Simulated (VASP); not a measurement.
# TePb (I4/mmm) in VASP: notebook

The runs below take TePb through single point, with r2SCAN.

Program: VASP 6.6.1. These are calculated values, not measurements. Logs are shortened: lines on timing, memory, paths and dates and some standing lists are left out, and cuts for length are marked.

## 1. The cell of the first run

It takes space group I4/mmm (No. 139, tetragonal). Conventional cell: a = 4.575 Å, b = 4.575 Å, c = 6.542 Å, α = 90.00°, β = 90.00°, γ = 90.00°. Pb (site symmetry 4/mmm) has 6 Te at 3.24 to 3.27 Å within 4.3 Å. Within 4.3 Å of Te (site symmetry 4/mmm) lie 6 Pb at 3.24 to 3.27 Å.

## 2. Single point, r2SCAN (epitaxial xy strain -1.0%)

File POSCAR:

```
TePb
1.0
    0.0000000000      3.2351584693      3.2712309296
    3.2351584693      0.0000000000      3.2712309296
    3.2351584693      3.2351584693      0.0000000000
Pb Te
1 1
Direct
    0.0000000000      0.0000000000      0.0000000000
    0.5000000000      0.5000000000      0.5000000000
```

File INCAR.step1:

```
ALGO     = Normal         # electronic algorithm
EDIFF    = 1E-4           # SCF threshold, eV
ENCUT    = 520            # plane-wave cutoff, eV
GGA      = PE             # functional
ISMEAR   = 0              # smearing method
LASPH    = True           # aspherical terms in the spheres
LCHARG   = False          # write CHGCAR
LREAL    = False          # projectors in reciprocal space
LWAVE    = True           # write WAVECAR
NBANDS   = 17             # bands
NELM     = 60             # most SCF steps
PREC     = Accurate       # precision mode
SIGMA    = 0.01           # smearing width, eV
```

File INCAR.step2:

```
ALGO     = Normal         # electronic algorithm
EDIFF    = 1E-6           # SCF threshold, eV
ENCUT    = 520            # plane-wave cutoff, eV
ISIF     = 2              # what is computed and relaxed
ISMEAR   = 0              # smearing method
ISTART   = 1            
LASPH    = True           # aspherical terms in the spheres
LCHARG   = False          # write CHGCAR
LMIXTAU  = True         
LREAL    = False          # projectors in reciprocal space
LWAVE    = False          # write WAVECAR
METAGGA  = R2SCAN         # meta-GGA
NBANDS   = 17             # bands
NELM     = 60             # most SCF steps
PREC     = Accurate       # precision mode
SIGMA    = 0.01           # smearing width, eV
```

File KPOINTS:

```
k-points
0
Gamma
  8 8 8
```

Potentials or basis: VASP PAW PBE potentials, release 64 (Pb_d, Te).

Launch:

```bash
cat potpaw_PBE.64/Pb_d/POTCAR potpaw_PBE.64/Te/POTCAR > POTCAR
cp INCAR.step1 INCAR
mpirun -np 1 vasp_std > vasp.out
cp INCAR.step2 INCAR
mpirun -np 1 vasp_std > vasp.out
```

OUTCAR:

```text
EDIFF = 1E-6
   ENCUT = 520
   ISIF = 2
   ISMEAR = 0
   ISTART = 1
   LASPH = True
   LREAL = False
   METAGGA = R2SCAN
   NELM = 60
   PREC = Accurate

 ion  position               nearest neighbor table
   1  0.000  0.000  0.000-   2 3.24   2 3.24   2 3.24   2 3.24   2 3.27   2 3.27
   2  0.500  0.500  0.500-   1 3.24   1 3.24   1 3.24   1 3.24   1 3.27   1 3.27

  LATTYP: Found a body centered tetragonal cell.
 ALAT       =     4.5752049837
 C/A-ratio  =     1.4299822374

  Lattice vectors:

 A1 = (  -3.2351584693,   0.0000000000,   3.2712309296)
 A2 = (   3.2351584693,   0.0000000000,   3.2712309296)
 A3 = (   0.0000000000,   3.2351584693,  -3.2712309296)

Analysis of symmetry for initial positions (statically):
=====================================================================
 Subroutine PRICEL returns:
 Original cell was already a primitive cell.

 Routine SETGRP: Setting up the symmetry group for a
 body centered tetragonal supercell.

 Subroutine GETGRP returns: Found 16 space group operations
 (whereof 16 operations were pure point group operations)
 out of a pool of 16 trial point group operations.

The static configuration has the point symmetry D_4h.

Analysis of symmetry for dynamics (positions and initial velocities):
=====================================================================
 Subroutine PRICEL returns:
 Original cell was already a primitive cell.

 Routine SETGRP: Setting up the symmetry group for a
 body centered tetragonal supercell.

 Subroutine GETGRP returns: Found 16 space group operations
 (whereof 16 operations were pure point group operations)
 out of a pool of 16 trial point group operations.

The dynamic configuration has the point symmetry D_4h.

 Subroutine INISYM returns: Found 16 space group operations
 (whereof 16 operations are pure point group operations),
 and found     1 'primitive' translations

----------------------------------------------------------------------------------------

                                     Primitive cell

  volume of cell :      68.4750

  direct lattice vectors                    reciprocal lattice vectors
     0.000000000  3.235158469  3.271230930    -0.154551935  0.154551935  0.152847662
     3.235158469  0.000000000  3.271230930     0.154551935 -0.154551935  0.152847662
     3.235158469  3.235158469  0.000000000     0.154551935  0.154551935 -0.152847662

  length of vectors
     4.600782772  4.600782772  4.575204984     0.266711471  0.266711471  0.266711471

  position of ions in fractional coordinates (direct lattice)
     0.000000000  0.000000000  0.000000000
     0.500000000  0.500000000  0.500000000

  ion indices of the primitive-cell ions
   primitive index   ion index
                 1           1
                 2           2

----------------------------------------------------------------------------------------

 KPOINTS: k-points

Automatic generation of k-mesh.
 Grid dimensions read from file:
 generate k-points for:    8    8    8

 Generating k-lattice:

  Cartesian coordinates                     Fractional coordinates (reciprocal lattice)
    -0.019318992  0.019318992  0.019105958     0.125000000  0.000000000  0.000000000
     0.019318992 -0.019318992  0.019105958     0.000000000  0.125000000  0.000000000
     0.019318992  0.019318992 -0.019105958    -0.000000000 -0.000000000  0.125000000

  Length of vectors
     0.033338934  0.033338934  0.033338934

  Shift w.r.t. Gamma in fractional coordinates (k-lattice)
     0.000000000  0.000000000  0.000000000

 Subroutine IBZKPT returns following result:
 ===========================================

 Found     59 irreducible k-points:

 Following reciprocal coordinates:
            Coordinates               Weight
  0.000000  0.000000  0.000000      1.000000
  0.125000  0.000000  0.000000      8.000000
  0.250000  0.000000  0.000000      8.000000
  0.375000  0.000000  0.000000      8.000000
  0.500000  0.000000  0.000000      4.000000
  0.125000  0.125000  0.000000      2.000000
[... 16 lines left out ...]
  0.250000  0.000000  0.125000     16.000000
  0.375000  0.000000  0.125000     16.000000
 [... further k-points ...]
   k-points           NKPTS =     59   k-points in BZ     NKDIM =     59   number of bands    NBANDS=     17
   number of dos      NEDOS =    301   number of ions     NIONS =      2
   total plane-waves  NPLWV =  46656
   dimension x,y,z NGX =    36 NGY =   36 NGZ =   36
   dimension x,y,z NGXF=    72 NGYF=   72 NGZF=   72
   ions per type =               1   1
   NGX,Y,Z   is equivalent  to a cutoff of  13.01, 13.01, 13.08 a.u.
   NGXF,Y,Z  is equivalent  to a cutoff of  26.02, 26.02, 26.16 a.u.
 SYSTEM =  unknown system
   PREC   = accura    normal or accurate (medium, high low for compatibility)
   ISTART =      1    job   : 0-new  1-cont  2-samecut
   ICHARG =      0    charge: 1-file 2-atom 10-const
   ISPIN  =      1    spin polarized calculation?
   LNONCOLLINEAR =      F non collinear calculations
   LSORBIT =      F    spin-orbit coupling
   LASPH  =      T    aspherical Exc in radial PAW
   ENCUT  =  520.0 eV  38.22 Ry    6.18 a.u.   8.55  8.55  8.51*2*pi/ulx,y,z
   NELM   =     60;   NELMIN=  2; NELMDL=  0     # of ELM steps
   EDIFF  = 0.1E-05   stopping-criterion for ELM
   LREAL  =      F    real-space projection
   EDIFFG = 0.1E-04   stopping-criterion for IOM
   NSW    =      0    number of steps for IOM
   IBRION =     -1    ionic relax: 0-MD 1-quasi-New 2-CG
   NFREE  =      0    steps in history (QN), initial steepest desc. (CG)
   ISIF   =      2    stress and relaxation
   ISYM   =      2    0-nonsym 1-usesym 2-fastsym
   POTIM  = 0.5000    time-step for ionic-motion
   TEBEG  =    0.0;   TEEND  =   0.0 temperature during run
   PSTRESS=    0.0 pullay stress
   NELECT =      20.0000    total number of electrons
   NUPDOWN=      -1.0000    fix difference up-down
   EMIN   =  10.00;   EMAX   =-10.00  energy-range for DOS
   EFERMI =   0.00;   METHOD = LEGACY
   ISMEAR =     0;   SIGMA  =   0.01  broadening in eV -4-tet -1-fermi 0-gaus
   EFERMI_NEDOS =   21; number of points for ismear=-14 and -15
   IALGO  =     38    algorithm
   IMIX   =      4    mixing-type and parameters
     AMIX     =   0.40;   BMIX     =  1.00
     AMIX_MAG =   1.60;   BMIX_MAG =  1.00
  volume/ion in A,a.u.               =      34.24       231.05
  Fermi-wavevector in a.u.,A,eV,Ry     =   1.086194  2.052609 16.052390  1.179817
  Thomas-Fermi vector in A             =   2.222325
   LORBIT       =      0    0 simple, 1 ext, 2 COOP (PROOUT), +10 PAW based schemes
   METAGGA = R2SCAN    functional components
   LHFCALC =     F    Hartree Fock is set to
   AEXX    =    0.0000 exact exchange contribution
   IVDW    =     0    specifies the selected vdW correction
   LEPSILON=     F    determine dielectric tensor
   LRPA    =     F    only Hartree local field effects (RPA)
 non-spin polarized calculation
 Gauss-broadening in eV      SIGMA  =   0.01
  energy-cutoff  :      520.00
  volume of cell :       68.48
 maximum number of plane-waves:      1865
 NGX is ok and might be reduce to    36
   NGX = 17   NGY = 17   NGZ = 17

 number of electron      20.0000003 magnetization

 Free energy of the ion-electron system (eV)
  ---------------------------------------------------
  ext. energy  EPLUGINS =         0.00000000
  ---------------------------------------------------
  free energy    TOTEN  =       -82.70056741 eV

  energy without entropy =      -82.70056741  energy(sigma->0) =      -82.70056741

 E-fermi :   5.4330     XC(G=0):  -9.7439

 val. band max:        5.3216187834   @ k =   0.5000   0.0000   0.0000
 cond. band min:       6.3672384207   @ k =   0.5000   0.0000   0.0000
 fundamental gap:      1.0456196374
 Fermi energy:         5.4330358780

 k-point     1 :       0.0000    0.0000    0.0000
  band No.  band energies     occupation
      1     -12.0350      2.00000
      2     -12.0298      2.00000
      3     -12.0229      2.00000
      4     -12.0229      2.00000
      5     -12.0191      2.00000
      6      -7.0714      2.00000
[... 9 lines left out ...]
     16      11.5563      0.00000
     17      13.1921      0.00000

 k-point     2 :       0.1250    0.0000    0.0000
  band No.  band energies     occupation
      1     -12.0367      2.00000
      2     -12.0320      2.00000
      3     -12.0221      2.00000
      4     -12.0208      2.00000
      5     -12.0174      2.00000
      6      -6.9335      2.00000
[... 9 lines left out ...]
     16      11.8502      0.00000
     17      14.2289      0.00000

 k-point     3 :       0.2500    0.0000    0.0000
  band No.  band energies     occupation
      1     -12.0417      2.00000
      2     -12.0378      2.00000
      3     -12.0208      2.00000
      4     -12.0151      2.00000
      5     -12.0121      2.00000
      6      -6.5370      2.00000
[... 9 lines left out ...]
     16      12.6547      0.00000
     17      16.0817      0.00000

 k-point     4 :       0.3750    0.0000    0.0000
  band No.  band energies     occupation
      1     -12.0470      2.00000
      2     -12.0439      2.00000
      3     -12.0199      2.00000
      4     -12.0092      2.00000
      5     -12.0061      2.00000
      6      -5.9676      2.00000
[... 9 lines left out ...]
     16      13.9145      0.00000
     17      16.5245      0.00000
[... 343 lines left out ...]
      1     -12.0382      2.00000
      2     -12.0316      2.00000
      3     -12.0242      2.00000
      4     -12.0196      2.00000
      5     -12.0155      2.00000
      6      -6.8854      2.00000
[... 9 lines left out ...]
     16      12.3786      0.00000
     17      13.5795      0.00000

 k-point    23 :       0.2500    0.0000    0.1250
  band No.  band energies     occupation
      1     -12.0454      2.00000
      2     -12.0334      2.00000
      3     -12.0241      2.00000
      4     -12.0153      2.00000
      5     -12.0107      2.00000
      6      -6.5736      2.00000
[... 9 lines left out ...]
     16      13.2304      0.00000
     17      14.6609      0.00000

 k-point    24 :       0.3750    0.0000    0.1250
  band No.  band energies     occupation
      1     -12.0519      2.00000
      2     -12.0390      2.00000
      3     -12.0217      2.00000
      4     -12.0110      2.00000
      5     -12.0051      2.00000
      6      -6.0563      2.00000
[... 9 lines left out ...]
     16      14.4459      0.00000
     17      16.1142      0.00000

 [... further k-points ...]

------------------------ aborting loop because EDIFF is reached ----------------------------------------

  FORCE on cell =-STRESS in cart. coord.  units (eV):
  Direction    XX          YY          ZZ          XY          YZ          ZX
  --------------------------------------------------------------------------------------
  -------------------------------------------------------------------------------------
  Total        0.5373428      0.5373428     -0.0088923      0.0000000     -0.0000000      0.0000000
  in kB       12.5727332     12.5727332     -0.2080621      0.0000000     -0.0000000      0.0000000
  external PRESSURE =       8.3124681 kB  Pullay stress =       0.0000000 kB

 VOLUME and BASIS-vectors are now :
 -----------------------------------------------------------------------------
  energy-cutoff  :      520.00
  volume of cell :       68.48
      direct lattice vectors                 reciprocal lattice vectors
     0.000000000  3.235158469  3.271230930    -0.154551935  0.154551935  0.152847662
     3.235158469  0.000000000  3.271230930     0.154551935 -0.154551935  0.152847662
     3.235158469  3.235158469  0.000000000     0.154551935  0.154551935 -0.152847662

 POSITION                                       TOTAL-FORCE (eV/Angst)
 -----------------------------------------------------------------------------------
      0.00000      0.00000      0.00000         0.000000      0.000000     -0.000000
      3.23516      3.23516      3.27123        -0.000000     -0.000000      0.000000
 -----------------------------------------------------------------------------------
    total drift:                               -0.000000      0.000000      0.000000

  FREE ENERGIE OF THE ION-ELECTRON SYSTEM (eV)
  ---------------------------------------------------
  free  energy   TOTEN  =       -82.7005674092 eV

  energy  without entropy=      -82.7005674092  energy(sigma->0) =      -82.70056741
```

It took 3.3 min on 1 thread of Intel Xeon 8259CL, shared host; peak memory 0.26 GiB.

Results:

| Item | Value |
| --- | --- |
| Free energy | -82.7006 eV |
| Pressure | 0.8 GPa |
| Band gap on the k mesh | 1.05 eV |

Caveat: the cell differs from its parent crystal (epitaxial xy strain -1.0%); the structure was generated, so it needn't be the stable form of TePb; the PAW data sets were made with another functional, which shifts forces and pressure a little; spin-orbit coupling is left out, which moves the levels of the heavy elements. A k mesh can miss the band edges.

## 3. Single point, r2SCAN (uniaxial z strain +0.5%)

File POSCAR:

```
TePb
1.0
    0.0000000000      3.2678368377      3.2841760219
    3.2678368377      0.0000000000      3.2841760219
    3.2678368377      3.2678368377      0.0000000000
Pb Te
1 1
Direct
    0.0000000000      0.0000000000      0.0000000000
    0.5000000000      0.5000000000      0.5000000000
```

File INCAR.step1:

```
SYSTEM = TePb
ALGO     = Normal         ! electronic algorithm
EDIFF    = 1E-4           ! SCF threshold, eV
ENCUT    = 520            ! plane-wave cutoff, eV
GGA      = PE             ! functional
ISMEAR   = 0              ! smearing method
LASPH    = .True.         ! aspherical terms in the spheres
LCHARG   = .False.        ! write CHGCAR
LREAL    = .False.        ! projectors in reciprocal space
LWAVE    = .True.         ! write WAVECAR
NBANDS   = 17             ! bands
NELM     = 60             ! most SCF steps
PREC     = Accurate       ! precision mode
SIGMA    = 0.01           ! smearing width, eV
```

File INCAR.step2:

```
SYSTEM = TePb
ALGO     = Normal         ! electronic algorithm
EDIFF    = 1E-7           ! SCF threshold, eV
ENCUT    = 520            ! plane-wave cutoff, eV
ISIF     = 2              ! what is computed and relaxed
ISMEAR   = 0              ! smearing method
ISTART   = 1            
LASPH    = .True.         ! aspherical terms in the spheres
LCHARG   = .False.        ! write CHGCAR
LMIXTAU  = .True.       
LREAL    = .False.        ! projectors in reciprocal space
LWAVE    = .False.        ! write WAVECAR
METAGGA  = R2SCAN         ! meta-GGA
NBANDS   = 17             ! bands
NELM     = 60             ! most SCF steps
PREC     = Accurate       ! precision mode
SIGMA    = 0.01           ! smearing width, eV
```

File KPOINTS:

```
k-points
0
Gamma
  8 8 8
  0 0 0
```

Potentials or basis: VASP PAW PBE potentials, release 64 (Pb_d, Te).

Launch:

```bash
cat potpaw_PBE.64/Pb_d/POTCAR potpaw_PBE.64/Te/POTCAR > POTCAR
cp INCAR.step1 INCAR
mpirun -np 1 vasp_std > vasp.out
cp INCAR.step2 INCAR
mpirun -np 1 vasp_std > vasp.out
```

It took 3.9 min on 1 thread of Intel Xeon 8259CL, shared host; peak memory 0.26 GiB.

Results (log left out):

| Item | Value |
| --- | --- |
| Free energy | -82.7056 eV |
| Pressure | -0.2 GPa |
| Band gap on the k mesh | 1.10 eV |

Stress tensor (GPa, compression positive):
```
-0.06  0.00  0.00
 0.00 -0.06  0.00
 0.00  0.00 -0.58
```

Levels at points of the mesh, in eV from the valence-band top:
```tsv
k point	band 7	band 8	band 9	band 10	band 11	band 12	band 13	band 14
(0.00, 0.00, 0.00)	-5.73	-1.35	-1.35	-1.30	4.24	4.35	4.35	6.26
(0.50, 0.00, 0.00)	-8.68	-0.89	-0.88	0.00	1.10	1.51	1.53	8.90
(0.50, 0.50, 0.00)	-7.41	-4.36	-2.72	-2.72	3.77	5.70	5.70	6.89
(0.50, 0.00, 0.50)	-7.45	-4.37	-2.76	-2.71	3.75	5.62	5.74	6.97
```

Caveat: the cell differs from its parent crystal (uniaxial z strain +0.5%); the structure was generated, so it needn't be the stable form of TePb; the PAW data sets were made with another functional, which shifts forces and pressure a little; spin-orbit coupling is left out, which moves the levels of the heavy elements. A k mesh can miss the band edges.
